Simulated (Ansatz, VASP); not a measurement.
One calculation of AlGa3N4, two programs

```
CELL_PARAMETERS angstrom
5.14235 0.00000 0.00014
0.00000 3.16498 0.00000
-0.00359 0.00000 6.19727
ATOMIC_POSITIONS crystal
Al 0.00060 0.50000 0.66736
Ga 0.49912 0.50000 0.33492
Ga 0.49903 0.00000 0.83156
Ga 0.99986 0.00000 0.16618
N 0.11967 0.50000 0.34010
N 0.11765 0.00000 0.82638
N 0.62044 0.00000 0.16622
N 0.63123 0.50000 0.66730
```

Change from the starting cell: strain +0.1312 x Voigt [0, 0, 1, 0, 0, 0], atoms carried along.

Alike in both runs: task single point; functional PBEsol; k mesh 6 × 8 × 6; occupations gaussian, width 0.05 eV; no spin polarisation.

|  | VASP | Ansatz |
| --- | --- | --- |
| version | VASP 6.6.1 | Ansatz 0.2.0 |
| potentials or method | VASP PAW PBE potentials, release 64 (Al, Ga_d, N), cutoff 520 eV | scalar-relativistic, plane waves, PAW |
| valence electrons in the cell | 62 | 62 |

```csv
,VASP,Ansatz,Ansatz less VASP
gap on the k mesh at the Fermi level (eV),1.14,1.14,-0.007
least direct gap on the mesh (eV),1.14,1.14,-0.007
pressure (GPa),-16.2,-16.1,+0.08
"traceless stress, the component that is largest in VASP (GPa)",-17.96,-17.89,+0.063
rms of the force components (eV/Å),0.197,0.200,+0.0028
```

VASP's potentials were made for PBE, not for PBEsol. Atom by atom the forces differ by 0.006 eV/Å (rms over components).
